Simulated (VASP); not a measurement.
# MgSe (Fm-3m) in VASP: notebook

The runs below take MgSe through single point, with r2SCAN.

All numbers are computed with VASP 6.6.1; they aren't measurements. Logs are shortened: lines on timing, memory, paths and dates and some standing lists are left out, and cuts for length are marked.

**1. The cell of the first run**

Symmetry: Fm-3m, No. 225, cubic system. The conventional cell has a = 5.451 Å, b = 5.451 Å, c = 5.451 Å, α = 90.00°, β = 90.00°, γ = 90.00°. Mg (site symmetry m-3m) has 6 Se at 2.73 Å within 3.6 Å. Within 3.6 Å of Se (site symmetry m-3m) lie 6 Mg at 2.73 Å.

**2. Single point, r2SCAN**

Input file POSCAR:

```
MgSe
1.0
    0.0000000000      2.7255000000      2.7255000000
    2.7255000000      0.0000000000      2.7255000000
    2.7255000000      2.7255000000      0.0000000000
Mg Se
1 1
Direct
    0.0000000000      0.0000000000      0.0000000000
    0.5000000000      0.5000000000      0.5000000000
```

Input file INCAR.step1:

```
ALGO = Normal ; EDIFF = 1E-5
ENCUT = 660 ; GGA = PE
GGA_COMPAT = F ; ISMEAR = 0
LASPH = T ; LCHARG = F
LREAL = F ; LWAVE = T
NBANDS = 11 ; NELM = 120
PREC = Accurate ; SIGMA = 0.01
```

Input file INCAR.step2:

```
ALGO = Normal ; EDIFF = 1E-6
ENCUT = 660 ; GGA_COMPAT = F
ISIF = 2 ; ISMEAR = 0
ISTART = 1 ; LASPH = T
LCHARG = F ; LMIXTAU = T
LREAL = F ; LWAVE = F
METAGGA = R2SCAN ; NBANDS = 11
NELM = 120 ; PREC = Accurate
SIGMA = 0.01
```

Input file KPOINTS:

```
k-points
0
Gamma
  5 5 5
```

Potentials or basis: VASP PAW PBE potentials, release 64 (Mg, Se).

The run is started by

```console
cat potpaw_PBE.64/Mg/POTCAR potpaw_PBE.64/Se/POTCAR > POTCAR
cp INCAR.step1 INCAR
mpirun -np 1 vasp_std > vasp.out
cp INCAR.step2 INCAR
mpirun -np 1 vasp_std > vasp.out
```

OUTCAR:

```text
EDIFF = 1E-6
   ENCUT = 660
   ISIF = 2
   ISMEAR = 0
   ISTART = 1
   LASPH = T
   LREAL = F
   METAGGA = R2SCAN
   NELM = 120
   PREC = Accurate

 ion  position               nearest neighbor table
   1  0.000  0.000  0.000-   2 2.73   2 2.73   2 2.73   2 2.73   2 2.73   2 2.73
   2  0.500  0.500  0.500-   1 2.73   1 2.73   1 2.73   1 2.73   1 2.73   1 2.73

  LATTYP: Found a face centered cubic cell.
 ALAT       =     5.4510000000

  Lattice vectors:

 A1 = (   0.0000000000,   2.7255000000,   2.7255000000)
 A2 = (   2.7255000000,   0.0000000000,   2.7255000000)
 A3 = (   2.7255000000,   2.7255000000,   0.0000000000)

Analysis of symmetry for initial positions (statically):
=====================================================================
 Subroutine PRICEL returns:
 Original cell was already a primitive cell.

 Routine SETGRP: Setting up the symmetry group for a
 face centered cubic supercell.

 Subroutine GETGRP returns: Found 48 space group operations
 (whereof 48 operations were pure point group operations)
 out of a pool of 48 trial point group operations.

The static configuration has the point symmetry O_h .

Analysis of symmetry for dynamics (positions and initial velocities):
=====================================================================
 Subroutine PRICEL returns:
 Original cell was already a primitive cell.

 Routine SETGRP: Setting up the symmetry group for a
 face centered cubic supercell.

 Subroutine GETGRP returns: Found 48 space group operations
 (whereof 48 operations were pure point group operations)
 out of a pool of 48 trial point group operations.

The dynamic configuration has the point symmetry O_h .

 Subroutine INISYM returns: Found 48 space group operations
 (whereof 48 operations are pure point group operations),
 and found     1 'primitive' translations

----------------------------------------------------------------------------------------

                                     Primitive cell

  volume of cell :      40.4919

  direct lattice vectors                    reciprocal lattice vectors
     0.000000000  2.725500000  2.725500000    -0.183452578  0.183452578  0.183452578
     2.725500000  0.000000000  2.725500000     0.183452578 -0.183452578  0.183452578
     2.725500000  2.725500000  0.000000000     0.183452578  0.183452578 -0.183452578

  length of vectors
     3.854439064  3.854439064  3.854439064     0.317749185  0.317749185  0.317749185

  position of ions in fractional coordinates (direct lattice)
     0.000000000  0.000000000  0.000000000
     0.500000000  0.500000000  0.500000000

  ion indices of the primitive-cell ions
   primitive index   ion index
                 1           1
                 2           2

----------------------------------------------------------------------------------------

 KPOINTS: k-points

Automatic generation of k-mesh.
 Grid dimensions read from file:
 generate k-points for:    5    5    5

 Generating k-lattice:

  Cartesian coordinates                     Fractional coordinates (reciprocal lattice)
    -0.036690516  0.036690516  0.036690516     0.200000000  0.000000000  0.000000000
     0.036690516 -0.036690516  0.036690516     0.000000000  0.200000000  0.000000000
     0.036690516  0.036690516 -0.036690516     0.000000000  0.000000000  0.200000000

  Length of vectors
     0.063549837  0.063549837  0.063549837

  Shift w.r.t. Gamma in fractional coordinates (k-lattice)
     0.000000000  0.000000000  0.000000000

 Subroutine IBZKPT returns following result:
 ===========================================

 Found     10 irreducible k-points:

 Following reciprocal coordinates:
            Coordinates               Weight
  0.000000  0.000000  0.000000      1.000000
  0.200000  0.000000  0.000000      8.000000
  0.400000  0.000000  0.000000      8.000000
  0.200000  0.200000  0.000000      6.000000
  0.400000  0.200000  0.000000     24.000000
 -0.400000  0.200000  0.000000     24.000000
 -0.200000  0.200000  0.000000     12.000000
  0.400000  0.400000  0.000000      6.000000
 -0.400000  0.400000  0.000000     12.000000
 -0.400000  0.400000  0.200000     24.000000
   k-points           NKPTS =     10   k-points in BZ     NKDIM =     10   number of bands    NBANDS=     11
   number of dos      NEDOS =    301   number of ions     NIONS =      2
   total plane-waves  NPLWV =  32768
   dimension x,y,z NGX =    32 NGY =   32 NGZ =   32
   dimension x,y,z NGXF=    64 NGYF=   64 NGZF=   64
   ions per type =               1   1
   NGX,Y,Z   is equivalent  to a cutoff of  13.80, 13.80, 13.80 a.u.
   NGXF,Y,Z  is equivalent  to a cutoff of  27.60, 27.60, 27.60 a.u.
 SYSTEM =  unknown system
   PREC   = accura    normal or accurate (medium, high low for compatibility)
   ISTART =      1    job   : 0-new  1-cont  2-samecut
   ICHARG =      0    charge: 1-file 2-atom 10-const
   ISPIN  =      1    spin polarized calculation?
   LNONCOLLINEAR =      F non collinear calculations
   LSORBIT =      F    spin-orbit coupling
   LASPH  =      T    aspherical Exc in radial PAW
   ENCUT  =  660.0 eV  48.51 Ry    6.96 a.u.   8.07  8.07  8.07*2*pi/ulx,y,z
   NELM   =    120;   NELMIN=  2; NELMDL=  0     # of ELM steps
   EDIFF  = 0.1E-05   stopping-criterion for ELM
   LREAL  =      F    real-space projection
   EDIFFG = 0.1E-04   stopping-criterion for IOM
   NSW    =      0    number of steps for IOM
   IBRION =     -1    ionic relax: 0-MD 1-quasi-New 2-CG
   NFREE  =      0    steps in history (QN), initial steepest desc. (CG)
   ISIF   =      2    stress and relaxation
   ISYM   =      2    0-nonsym 1-usesym 2-fastsym
   POTIM  = 0.5000    time-step for ionic-motion
   TEBEG  =    0.0;   TEEND  =   0.0 temperature during run
   PSTRESS=    0.0 pullay stress
   NELECT =       8.0000    total number of electrons
   NUPDOWN=      -1.0000    fix difference up-down
   EMIN   =  10.00;   EMAX   =-10.00  energy-range for DOS
   EFERMI =   0.00;   METHOD = LEGACY
   ISMEAR =     0;   SIGMA  =   0.01  broadening in eV -4-tet -1-fermi 0-gaus
   EFERMI_NEDOS =   21; number of points for ismear=-14 and -15
   IALGO  =     38    algorithm
   IMIX   =      4    mixing-type and parameters
     AMIX     =   0.40;   BMIX     =  1.00
     AMIX_MAG =   1.60;   BMIX_MAG =  1.00
  volume/ion in A,a.u.               =      20.25       136.63
  Fermi-wavevector in a.u.,A,eV,Ry     =   0.953488  1.801831 12.369596  0.909140
  Thomas-Fermi vector in A             =   2.082148
   LORBIT       =      0    0 simple, 1 ext, 2 COOP (PROOUT), +10 PAW based schemes
   METAGGA = R2SCAN    functional components
   LHFCALC =     F    Hartree Fock is set to
   AEXX    =    0.0000 exact exchange contribution
   IVDW    =     0    specifies the selected vdW correction
   LEPSILON=     F    determine dielectric tensor
   LRPA    =     F    only Hartree local field effects (RPA)
 non-spin polarized calculation
 Gauss-broadening in eV      SIGMA  =   0.01
  energy-cutoff  :      660.00
  volume of cell :       40.49
 maximum number of plane-waves:      1584
   NGX = 17   NGY = 17   NGZ = 17

 number of electron       8.0000000 magnetization

 Free energy of the ion-electron system (eV)
  ---------------------------------------------------
  ext. energy  EPLUGINS =         0.00000000
  ---------------------------------------------------
  free energy    TOTEN  =       -21.36763449 eV

  energy without entropy =      -21.36763449  energy(sigma->0) =      -21.36763449

 E-fermi :   3.0935     XC(G=0):  -9.8530

 val. band max:        2.9769391490   @ k =   0.0000   0.0000   0.0000
 cond. band min:       5.8429868693   @ k =   0.4000   0.4000   0.0000
 fundamental gap:      2.8660477204
 Fermi energy:         3.0934524785

 k-point     1 :       0.0000    0.0000    0.0000
  band No.  band energies     occupation
      1     -10.4097      2.00000
      2       2.9769      2.00000
      3       2.9769      2.00000
      4       2.9769      2.00000
      5       6.4694      0.00000
      6      10.9972      0.00000
      7      10.9972      0.00000
      8      10.9972      0.00000
      9      13.5422      0.00000
     10      13.5422      0.00000
     11      14.9529      0.00000

 k-point     2 :       0.2000    0.0000    0.0000
  band No.  band energies     occupation
      1     -10.0712      2.00000
      2       0.7194      2.00000
      3       2.7397      2.00000
      4       2.7397      2.00000
      5       7.8182      0.00000
      6      11.0088      0.00000
      7      11.0261      0.00000
      8      11.0261      0.00000
      9      12.7383      0.00000
     10      12.7383      0.00000
     11      14.2993      0.00000

 k-point     3 :       0.4000    0.0000    0.0000
  band No.  band energies     occupation
      1      -9.3908      2.00000
      2      -1.6361      2.00000
      3       2.4159      2.00000
      4       2.4159      2.00000
      5       7.5792      0.00000
      6       9.8509      0.00000
      7       9.8509      0.00000
      8      12.6976      0.00000
      9      14.5958      0.00000
     10      15.7821      0.00000
     11      15.7821      0.00000
[... 71 lines left out ...]
 k-point     9 :      -0.4000    0.4000    0.0000
  band No.  band energies     occupation
      1      -8.9027      2.00000
      2      -1.0258      2.00000
      3      -0.0023      2.00000
      4       1.3856      2.00000
      5       6.3530      0.00000
      6       9.1132      0.00000
      7      13.2539      0.00000
      8      14.2580      0.00000
      9      14.8706      0.00000
     10      17.3580      0.00000
     11      20.0274      0.00000

 k-point    10 :      -0.4000    0.4000    0.2000
  band No.  band energies     occupation
      1      -8.9886      2.00000
      2      -0.8999      2.00000
      3       0.1499      2.00000
      4       1.0846      2.00000
      5       7.9541      0.00000
      6      10.2165      0.00000
      7      10.3572      0.00000
      8      13.1756      0.00000
      9      15.9078      0.00000
     10      16.2473      0.00000
     11      19.6260      0.00000

------------------------ aborting loop because EDIFF is reached ----------------------------------------

  FORCE on cell =-STRESS in cart. coord.  units (eV):
  Direction    XX          YY          ZZ          XY          YZ          ZX
  --------------------------------------------------------------------------------------
  -------------------------------------------------------------------------------------
  Total        0.1479713      0.1479713      0.1479713      0.0000000      0.0000000      0.0000000
  in kB        5.8548992      5.8548992      5.8548992      0.0000000      0.0000000      0.0000000
  external PRESSURE =       5.8548992 kB  Pullay stress =       0.0000000 kB

 VOLUME and BASIS-vectors are now :
 -----------------------------------------------------------------------------
  energy-cutoff  :      660.00
  volume of cell :       40.49
      direct lattice vectors                 reciprocal lattice vectors
     0.000000000  2.725500000  2.725500000    -0.183452578  0.183452578  0.183452578
     2.725500000  0.000000000  2.725500000     0.183452578 -0.183452578  0.183452578
     2.725500000  2.725500000  0.000000000     0.183452578  0.183452578 -0.183452578

 POSITION                                       TOTAL-FORCE (eV/Angst)
 -----------------------------------------------------------------------------------
      0.00000      0.00000      0.00000         0.000000     -0.000000      0.000000
      2.72550      2.72550      2.72550        -0.000000      0.000000     -0.000000
 -----------------------------------------------------------------------------------
    total drift:                               -0.000000     -0.000000      0.000000

  FREE ENERGIE OF THE ION-ELECTRON SYSTEM (eV)
  ---------------------------------------------------
  free  energy   TOTEN  =       -21.3676344912 eV

  energy  without entropy=      -21.3676344912  energy(sigma->0) =      -21.36763449
```

Run time: 22 s. Hardware: 1 thread of AMD EPYC 9R45 (Zen 5), shared host; peak memory 0.16 GiB.

What came out:

```yaml
Free_energy: -21.3676 eV
Pressure: 0.6 GPa
Band_gap_on_the_k_mesh: 2.87 eV, indirect (least direct gap 3.49 eV)
```

Caveat: the PAW data sets were made with another functional, which shifts forces and pressure a little.

**3. Single point, r2SCAN**

POSCAR is that of step 2.

Input file INCAR.step1:

```
SYSTEM = MgSe
PREC = Accurate ; ENCUT = 660
ISMEAR = 0 ; SIGMA = 0.01
LREAL = .False. ; LASPH = .True.
NELM = 120 ; NBANDS = 11
GGA = PE ; ALGO = Normal
EDIFF = 1E-5 ; LWAVE = .True.
LCHARG = .False. ; GGA_COMPAT = .False.
```

Input file INCAR.step2:

```
SYSTEM = MgSe
PREC = Accurate ; ENCUT = 660
EDIFF = 1E-6 ; ISMEAR = 0
SIGMA = 0.01 ; LREAL = .False.
LASPH = .True. ; NELM = 120
ALGO = Normal ; ISIF = 2
LWAVE = .False. ; LCHARG = .False.
METAGGA = R2SCAN ; LMIXTAU = .True.
NBANDS = 11 ; ISTART = 1
GGA_COMPAT = .False.
```

Input file KPOINTS:

```
regular mesh
0
Gamma
  5 5 5
  0 0 0
```

Potentials or basis: VASP PAW PBE potentials, release 64 (Mg, Se).

The run is started by

```console
cat potpaw_PBE.64/Mg/POTCAR potpaw_PBE.64/Se/POTCAR > POTCAR
cp INCAR.step1 INCAR
mpirun -np 1 vasp_std > vasp.out
cp INCAR.step2 INCAR
mpirun -np 1 vasp_std > vasp.out
```

It took 20 s on 1 thread of AMD EPYC 9R45 (Zen 5), shared host; peak memory 0.16 GiB.

It converged, with:

```yaml
Free_energy: -21.3676 eV
Pressure: 0.6 GPa
Band_gap_on_the_k_mesh: 2.87 eV, indirect (least direct gap 3.49 eV)
```

Levels at points of the mesh, in eV from the valence-band top:
```csv
k point,band 1,band 2,band 3,band 4,band 5,band 6,band 7,band 8
"(0.00, 0.00, 0.00)",-13.39,0.00,0.00,0.00,3.49,8.02,8.02,8.02
```

Caveat: the PAW data sets were made with another functional, which shifts forces and pressure a little. A k mesh can miss the band edges.
